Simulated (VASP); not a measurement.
Set up this calculation in VASP 6.6.1, as the native input.

| Item | Value |
| --- | --- |
| Task | single point |
| Functional | PBE |
| Potentials or basis | VASP PAW PBE potentials, release 64 (Al) |
| Cutoff | 520 eV |
| k mesh | 12 × 12 × 12 |
| Occupations | fermi-dirac, width 0.05 eV |
| Spin | no spin polarisation |
| Dipole correction | no |
| Further INCAR settings | ALGO = Normal; EDIFF = 1e-06; NBANDS = 8 |

The structure of Al lies in POSCAR:

```
Al
1.0
    0.0000000000      2.0248050000      2.0248050000
    2.0248050000      0.0000000000      2.0248050000
    2.0248050000      2.0248050000      0.0000000000
Al
1
Direct
    0.0000000000      0.0000000000      0.0000000000
```

The input as run:

INCAR

```
  PREC = Accurate
  ENCUT = 520
  EDIFF = 1E-6
  ISMEAR = -1
  SIGMA = 0.05
  LREAL = F
  LASPH = T
  NELM = 80
  ALGO = Normal
  ISIF = 2
  LWAVE = F
  LCHARG = T
  GGA = PE
  LELF = T
  LVHAR = T
  NBANDS = 8
```

KPOINTS

```
regular mesh
0
Gamma
  12 12 12
```

Potentials or basis: VASP PAW PBE potentials, release 64 (Al).

The run is started by

```console
$ cat potpaw_PBE.64/Al/POTCAR > POTCAR
$ mpirun -np 1 vasp_std > vasp.out
```

Results of the run:

| Property | Result |
| --- | --- |
| Pressure | -0.4 GPa |

It took 14 s on 1 thread of Intel Xeon 8259CL, with other jobs on the host, peak memory 0.13 GiB.
